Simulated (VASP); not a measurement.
The system is TaN.

```
Ta N
1.0
     2.93800    0.00000    0.00000
    -1.46900    2.54438    0.00000
     0.00000    0.00000    2.88300
Ta N
1 1
Direct
  0.00000 0.00000 0.50000
  0.66667 0.33333 0.00000
```

Base run:

* Program: VASP 6.6.1
* Functional: LDA
* Potentials or basis: VASP PAW LDA potentials, release 64 (Ta_sv_GW, N_h)
* Cutoff: 1330 eV
* k mesh: 10 × 10 × 9
* Occupations: fermi-dirac, width 0.05 eV
* Spin: no spin polarisation
* Hubbard terms: Ta d U = 1.0 eV

Its results: band gap on the k mesh zero (bands 9 and 10 overlap by 0.30 eV); pressure -7.3 GPa.

**Question.** The run is repeated on the same cell with these changes: hubbard terms from Ta d U = 1.0 eV to Ta d U = 3.0 eV. What comes out?

**Answer.** Band gap on the k mesh zero (bands 9 and 10 overlap by 0.32 eV); pressure -0.7 GPa.

Caveats: spin-orbit coupling is left out, which moves the levels of the heavy elements; U without spin polarisation on a metal has little footing; the cell stands under tension (at least some runs).
